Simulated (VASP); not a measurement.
A run of VASP 6.6.1 is set up as follows.

File INCAR:

```
AGGAC = 1.0 ; AGGAX = 1.0
ALDAC = 0.0 ; ALDAX = 1.0
ALGO = Normal ; EDIFF = 1E-6
ENCUT = 520 ; GGA = B5
ISIF = 2 ; ISMEAR = -1
ISPIN = 2 ; LASPH = T
LCHARG = F ; LMAXMIX = 4
LORBIT = 11 ; LREAL = F
LWAVE = F ; MAGMOM = 0.589
NBANDS = 15 ; NELM = 150
PREC = Accurate ; SIGMA = 0.05
```

File KPOINTS:

```
k-points
0
Gamma
  17 17 17
```

File POSCAR:

```
Ni
1.0
   -1.4239439376      1.4239439376      1.4239439376
    1.4239439376     -1.4239439376      1.4239439376
    1.4239439376      1.4239439376     -1.4239439376
Ni
1
Direct
    0.0000000000      0.0000000000      0.0000000000
```

Potentials or basis: VASP PAW PBE potentials, release 64 (Ni).

Command:

```console
$ cat potpaw_PBE.64/Ni/POTCAR > POTCAR
$ mpirun -np 1 vasp_std > vasp.out
```

Task: What does it give for the net moment?

Result: 0.53 μB per cell.

Task: What does it give for the pressure?

Result: 0.1 GPa.

Caveat: the PAW data sets were made with another functional, which shifts forces and pressure a little.
